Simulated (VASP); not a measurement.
# SnO (C2/m) in VASP: further runs, part 2 of 2

VASP 6.6.1.

**3. Single point, PBE (mode 4 (104.6 1/cm) frozen in, largest displacement +0.050 Å)**

The input, INCAR:

```
ALGO     = Normal         # electronic algorithm
EDIFF    = 1E-7           # SCF threshold, eV
ENCUT    = 520            # plane-wave cutoff, eV
GGA      = PE             # functional
ISIF     = 2              # what is computed and relaxed
ISMEAR   = 0              # smearing method
LASPH    = True           # aspherical terms in the spheres
LCHARG   = False          # write CHGCAR
LREAL    = False          # projectors in reciprocal space
LWAVE    = False          # write WAVECAR
NBANDS   = 28             # bands
NELM     = 60             # most SCF steps
PREC     = Accurate       # precision mode
SIGMA    = 0.05           # smearing width, eV
```

The input, KPOINTS:

```
k-points
0
Gamma
  10 10 8
```

The input, POSCAR:

```
SnO
1.0
    3.8681707514      0.0000000000      0.0000000000
    0.0000000000      3.8681707514      0.0000000000
    0.0000000000      0.0000000000      5.0672768981
Sn O
2 2
Direct
    0.0091400668      0.5091400668      0.2287361932
    0.4908599332     -0.0091400668      0.7712638068
   -0.0009574006      0.0009574006      0.0000000000
    0.5009574006      0.4990425994      0.0000000000
```

Potentials or basis: VASP PAW PBE potentials, release 64 (Sn_d, O).

Command:

```sh
$ cat potpaw_PBE.64/Sn_d/POTCAR potpaw_PBE.64/O/POTCAR > POTCAR
$ mpirun -np 1 vasp_std > vasp.out
```

OUTCAR:

```text
EDIFF = 1E-7
   ENCUT = 520
   GGA = PE
   ISIF = 2
   ISMEAR = 0
   LASPH = True
   LREAL = False
   NELM = 60
   PREC = Accurate

 ion  position               nearest neighbor table
   1  0.009  0.509  0.229-   3 2.23   4 2.23   3 2.28   4 2.28   2 3.51   2 3.59   2 3.59   2 3.66

   2  0.491  0.991  0.771-   3 2.23   4 2.23   3 2.28   4 2.28   1 3.51   1 3.59   1 3.59   1 3.66

   3  0.999  0.001  0.000-   1 2.23   2 2.23   1 2.28   2 2.28
   4  0.501  0.499  0.000-   1 2.23   2 2.23   1 2.28   2 2.28

  LATTYP: Found a simple tetragonal cell.
 ALAT       =     3.8681707514
 C/A-ratio  =     1.3099930752

  Lattice vectors:

 A1 = (   3.8681707514,   0.0000000000,   0.0000000000)
 A2 = (   0.0000000000,   3.8681707514,   0.0000000000)
 A3 = (   0.0000000000,   0.0000000000,   5.0672768981)

Analysis of symmetry for initial positions (statically):
=====================================================================
 Subroutine PRICEL returns:
 Original cell was already a primitive cell.

 Routine SETGRP: Setting up the symmetry group for a
 simple tetragonal supercell.

 Subroutine GETGRP returns: Found  4 space group operations
 (whereof  2 operations were pure point group operations)
 out of a pool of 16 trial point group operations.

The static configuration has the point symmetry C_2 .
 The point group associated with its full space group is C_2h.

Analysis of symmetry for dynamics (positions and initial velocities):
=====================================================================
 Subroutine PRICEL returns:
 Original cell was already a primitive cell.

 Routine SETGRP: Setting up the symmetry group for a
 simple tetragonal supercell.

 Subroutine GETGRP returns: Found  4 space group operations
[... 124 lines left out ...]
   EFERMI_NEDOS =   21; number of points for ismear=-14 and -15
   IALGO  =     38    algorithm
   IMIX   =      4    mixing-type and parameters
     AMIX     =   0.40;   BMIX     =  1.00
     AMIX_MAG =   1.60;   BMIX_MAG =  1.00
  volume/ion in A,a.u.               =      18.96       127.92
  Fermi-wavevector in a.u.,A,eV,Ry     =   1.322816  2.499760 23.808057  1.749843
  Thomas-Fermi vector in A             =   2.452470
   LORBIT       =      0    0 simple, 1 ext, 2 COOP (PROOUT), +10 PAW based schemes
   GGA     = PE    functional components
   LHFCALC =     F    Hartree Fock is set to
   AEXX    =    0.0000 exact exchange contribution
   IVDW    =     0    specifies the selected vdW correction
   LEPSILON=     F    determine dielectric tensor
   LRPA    =     F    only Hartree local field effects (RPA)
 non-spin polarized calculation
 Gauss-broadening in eV      SIGMA  =   0.05
  energy-cutoff  :      520.00
  volume of cell :       75.82
 maximum number of plane-waves:      2060
 NGX is ok and might be reduce to    30
   NGX = 15   NGY = 15   NGZ = 19

 number of electron      40.0000019 magnetization

 Free energy of the ion-electron system (eV)
  ---------------------------------------------------
  ext. energy  EPLUGINS =         0.00000000
  ---------------------------------------------------
  free energy    TOTEN  =       -22.71364489 eV

  energy without entropy =      -22.71364489  energy(sigma->0) =      -22.71364489

 E-fermi :   6.4030     XC(G=0):  -9.8208

 val. band max:        6.1316282737   @ k =   0.1000   0.0000   0.0000
 cond. band min:       6.6415893842   @ k =   0.5000   0.5000   0.0000
 fundamental gap:      0.5099611105
 Fermi energy:         6.4029671836

 k-point     1 :       0.0000    0.0000    0.0000
  band No.  band energies     occupation
      1     -15.6127      2.00000
      2     -15.2491      2.00000
      3     -15.2473      2.00000
      4     -15.2370      2.00000
      5     -15.2109      2.00000
      6     -15.1974      2.00000
[... 733 lines left out ...]
     27      13.4084      0.00000
     28      14.4244      0.00000

 [... further k-points ...]

------------------------ aborting loop because EDIFF is reached ----------------------------------------

  FORCE on cell =-STRESS in cart. coord.  units (eV):
  Direction    XX          YY          ZZ          XY          YZ          ZX
  --------------------------------------------------------------------------------------
  -------------------------------------------------------------------------------------
  Total        0.1370496      0.1370496      0.1666872      0.0131319     -0.3531662     -0.3531643
  in kB        2.8960268      2.8960268      3.5223040      0.2774930     -7.4628348     -7.4627940
  external PRESSURE =       3.1047859 kB  Pullay stress =       0.0000000 kB

 VOLUME and BASIS-vectors are now :
 -----------------------------------------------------------------------------
  energy-cutoff  :      520.00
  volume of cell :       75.82
      direct lattice vectors                 reciprocal lattice vectors
     3.868170751  0.000000000  0.000000000     0.258520129  0.000000000  0.000000000
     0.000000000  3.868170751  0.000000000     0.000000000  0.258520129  0.000000000
     0.000000000  0.000000000  5.067276898     0.000000000  0.000000000  0.197344653

 POSITION                                       TOTAL-FORCE (eV/Angst)
 -----------------------------------------------------------------------------------
      0.03536      1.96944      1.15907        -0.175192     -0.175192      0.099889
      1.89873      3.83282      3.90821         0.175192      0.175192     -0.099889
      3.86447      0.00370      0.00000        -0.003805      0.003805     -0.000000
      1.93779      1.93038      0.00000         0.003805     -0.003805     -0.000000
 -----------------------------------------------------------------------------------
    total drift:                                0.000000      0.000000      0.000000

  FREE ENERGIE OF THE ION-ELECTRON SYSTEM (eV)
  ---------------------------------------------------
  free  energy   TOTEN  =       -22.7136448931 eV

  energy  without entropy=      -22.7136448931  energy(sigma->0) =      -22.71364489
```

OSZICAR:

```text
N       E                     dE             d eps       ncg     rms          rms(c)
DAV:   1     0.415153390559E+03    0.41515E+03   -0.19934E+04 13144   0.212E+03
DAV:   2     0.375736603088E+02   -0.37758E+03   -0.36268E+03 13256   0.533E+02
DAV:   3    -0.234870468790E+02   -0.61061E+02   -0.59829E+02 14556   0.180E+02
DAV:   4    -0.264627894147E+02   -0.29757E+01   -0.29612E+01 14252   0.428E+01
DAV:   5    -0.265351774093E+02   -0.72388E-01   -0.72377E-01 14084   0.722E+00    0.117E+01
DAV:   6    -0.227695336900E+02    0.37656E+01   -0.18151E+01 20604   0.457E+01    0.511E+00
DAV:   7    -0.227343348284E+02    0.35199E-01   -0.22242E+00 15128   0.878E+00    0.251E+00
DAV:   8    -0.227202398149E+02    0.14095E-01   -0.31323E-01 15684   0.368E+00    0.816E-01
DAV:   9    -0.227125195546E+02    0.77203E-02   -0.50685E-02 20612   0.216E+00    0.251E-01
DAV:  10    -0.227141134173E+02   -0.15939E-02   -0.84877E-03 16844   0.808E-01    0.165E-01
DAV:  11    -0.227136090929E+02    0.50432E-03   -0.27875E-03 19220   0.461E-01    0.244E-02
DAV:  12    -0.227136490604E+02   -0.39968E-04   -0.32530E-04 13216   0.107E-01    0.340E-02
DAV:  13    -0.227136448520E+02    0.42084E-05   -0.40575E-05 16172   0.554E-02    0.346E-03
DAV:  14    -0.227136448377E+02    0.14303E-07   -0.39023E-06 14136   0.124E-02    0.370E-03
DAV:  15    -0.227136448931E+02   -0.55473E-07   -0.13976E-07 10328   0.307E-03
   1 F= -.22713645E+02 E0= -.22713645E+02  d E =-.793876E-14
```

stdout:

```text
POSCAR found type information on POSCAR SnO
 POSCAR found :  2 types and       4 ions
 scaLAPACK will be used
 LDA part: xc-table for (Slater+PW92), standard interpolation
 POSCAR, INCAR and KPOINTS ok, starting setup
 FFT: planning ... GRIDC
 FFT: planning ... GRID_SOFT
 FFT: planning ... GRID
 WAVECAR not read
 entering main loop
```

It took 12 min on 1 thread of AMD EPYC 7R43 (Zen 3), shared host; peak memory 0.43 GiB.

Results:

| Quantity | Value |
| --- | --- |
| Free energy | -22.7136 eV |
| Pressure | 0.3 GPa |
| Largest force | 0.267 eV/Å |
| Band gap on the k mesh | 0.51 eV, indirect (least direct gap 1.90 eV) |

Forces on the atoms (eV/Å):
```
Sn  -0.175 -0.175  0.100
Sn   0.175  0.175 -0.100
O   -0.004  0.004  0.000
O    0.004 -0.004  0.000
```

Stress tensor (GPa, compression positive):
```
 0.29  0.03 -0.75
 0.03  0.29 -0.75
-0.75 -0.75  0.35
```

Caveat: the cell differs from its parent crystal (mode 4 (104.6 1/cm) frozen in, largest displacement +0.050 Å); spin-orbit coupling is left out, which moves the levels of the heavy elements.
